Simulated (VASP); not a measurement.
TaPbO4:

```
Ta Pb O
1.0
     3.75312    0.00000    0.00000
     0.00000    3.75312    0.00000
     0.00000    0.00000    5.39323
Ta Pb O
1 1 4
Direct
  0.00000 0.00000 0.00000
  0.50000 0.50000 0.50000
  0.50000 0.00000 0.76315
  0.00000 0.50000 0.23685
  0.50000 0.00000 0.23685
  0.00000 0.50000 0.76315
```

| Item | Value |
| --- | --- |
| Program | VASP 6.6.1 |
| Task | relaxation of cell and atoms |
| Functional | PBE |
| Potentials or basis | VASP PAW PBE potentials, release 64 (Ta_pv, Pb_d, O) |
| Cutoff | 600 eV |
| k mesh | 4 × 4 × 4 |
| Occupations | gaussian, width 0.1 eV |
| Spin | no spin polarisation |

At the start: pressure -13.6 GPa; volume 12.66 Å³/atom.

Q: Where does the relaxation end?

A: Over 8 steps the energy falls by 116.9 meV/atom and the volume is 11.94 Å³/atom (-5.7 %); space group P4/mmm (No. 123, to 0.05 Å).

Step by step:
```tsv
step	energy change (eV)	largest force (eV/Å)	pressure (GPa)	volume (Å³)
1	0.0000	1.8211	-13.63	75.97
2	-0.2100	0.2738	24.12	64.72
3	-0.5260	0.8315	4.34	69.23
4	-0.6860	0.1650	1.61	70.75
5	-0.6997	0.0885	0.80	71.35
6	-0.6996	0.1061	0.75	71.39
7	-0.6994	0.0809	-1.15	71.96
8	-0.7012	0.0154	-0.17	71.66
```

Final structure:
```
Ta Pb O
1.0
     3.62018    0.00000    0.00000
     0.00000    3.62018    0.00000
     0.00000    0.00000    5.46812
Ta Pb O
1 1 4
Direct
  0.00000 0.00000 0.00000
  0.50000 0.50000 0.50000
  0.50000 0.00000 0.78480
  0.00000 0.50000 0.21520
  0.50000 0.00000 0.21520
  0.00000 0.50000 0.78480
```

Caveat: the k points lie up to 0.43 Å⁻¹ apart in the final cell; an odd number of electrons without spin polarisation forces a metal; a magnetic or distorted state may lie lower.
